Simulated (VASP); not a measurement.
BN:

```
N B
1.0
     2.53112    0.00000    0.00000
    -1.26556    2.19201    0.00000
     0.00000    0.00000    6.72302
N B
2 2
Direct
  0.66667 0.33333 0.25000
  0.33333 0.66667 0.75000
  0.66667 0.33333 0.75000
  0.33333 0.66667 0.25000
```

Base run:

```yaml
Program: VASP 6.6.1
Functional: RPBE
Potentials_or_basis: VASP PAW PBE potentials, release 64 (N, B)
Cutoff: 520 eV
k_mesh: 12 × 12 × 4
Occupations: fermi-dirac, width 0.05 eV
Spin: no spin polarisation
```

Its results: band gap on the k mesh 4.35 eV, indirect (least direct gap 4.63 eV); pressure -0.4 GPa.

After a change of settings the same cell gave: band gap on the k mesh 4.24 eV, indirect (least direct gap 4.56 eV); pressure -4.2 GPa. Which change was it?
A. functional from RPBE to LDA; potentials or basis from VASP PAW PBE potentials, release 64 (N, B) to VASP PAW LDA potentials, release 64 (N, B)
B. functional from RPBE to PBE
C. functional from RPBE to r2SCAN; dispersion from none to D4
D. functional from RPBE to r2SCAN; further incar settings from ALGO = Normal; EDIFF = 1e-06; NBANDS = 16 to ALGO = Normal; EDIFF = 1e-07; NBANDS = 16

B.

PBE binds more tightly than RPBE, so the same cell stands under less pressure.

Caveats: this functional lacks dispersion, which binds the layers, so the pressure and a relaxed spacing across them are unreliable; the PAW data sets were made with another functional, which shifts forces and pressure a little (some runs).
